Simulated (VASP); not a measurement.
A run of VASP 6.6.1:

File INCAR:

```
PREC     = Accurate       # precision mode
ENCUT    = 520            # plane-wave cutoff, eV
EDIFF    = 1E-6           # SCF threshold, eV
ISMEAR   = 0              # smearing method
SIGMA    = 0.05           # smearing width, eV
LREAL    = False          # projectors in reciprocal space
LASPH    = True           # aspherical terms in the spheres
NELM     = 60             # most SCF steps
ALGO     = Normal         # electronic algorithm
ISIF     = 2              # what is computed and relaxed
LWAVE    = False          # write WAVECAR
LCHARG   = True           # write CHGCAR
GGA      = PS             # functional
LELF     = True           # ELF
LVHAR    = True         
NBANDS   = 44             # bands
```

The input KPOINTS:

```
Automatic mesh
0
Gamma
  4 4 4
```

The input POSCAR:

```
CO2
1.0
    5.1619422692      0.0000000000      0.0000000000
    0.0000000000      5.7999351339      0.0000000000
    0.0000000000      0.0000000000      5.7999351339
C O
4 8
Direct
    0.0000000000      0.0000000000      0.0000000000
    0.5000000000      0.0000000000      0.5000000000
    0.5000000000      0.5000000000      0.0000000000
    0.0000000000      0.5000000000      0.5000000000
    0.1161576883      0.1161576883      0.1161576883
    0.3838423117      0.8838423117      0.6161576883
    0.6161576883      0.3838423117      0.8838423117
    0.8838423117      0.6161576883      0.3838423117
    0.8838423117      0.8838423117      0.8838423117
    0.6161576883      0.1161576883      0.3838423117
    0.3838423117      0.6161576883      0.1161576883
    0.1161576883      0.3838423117      0.6161576883
```

Potentials or basis: VASP PAW PBE potentials, release 64 (C, O).

Command:

```console
$ cat potpaw_PBE.64/C/POTCAR potpaw_PBE.64/O/POTCAR > POTCAR
$ mpirun -np 1 vasp_std > vasp.out
```

Hardware: 1 thread of Intel(R) Xeon(R) Platinum 8488C (Sapphire Rapids) (shared host).

Q: Estimate the wall time of this run.

A: It took 3.5 min on 1 thread of Intel(R) Xeon(R) Platinum 8488C (Sapphire Rapids), on a shared host, peak memory 0.36 GiB. Counts: scf iterations 14, k points 27.
